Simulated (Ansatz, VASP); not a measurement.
# Two plane-wave programs on Sc

```xyz
1
Lattice="0.0000 2.2630 2.2630 2.2630 0.0000 2.2630 2.2630 2.2630 0.0000" Properties=species:S:1:pos:R:3 pbc="T T T"
Sc    0.0000    0.0000    0.0000
```

Change from the starting cell: volume scaled by 0.9405, PAW files.

Alike in both runs: task electric field gradients; functional PBE; k mesh 13 × 13 × 13; occupations fermi-dirac, width 0.03 eV; no spin polarisation.

|  | VASP | Ansatz |
| --- | --- | --- |
| version | VASP 6.6.1 | Ansatz 0.2.0 |
| potentials or method | VASP PAW PBE potentials, release 64 (Sc_sv) | PAW with Ansatz's default frozen-core files, scalar-relativistic |
| plane-wave cutoff (eV) | 520 | 420 |
| valence electrons in the cell | 11 | 11 |

```csv
,VASP,Ansatz,Ansatz less VASP
pressure (GPa),3.4,3.4,-0.03
```
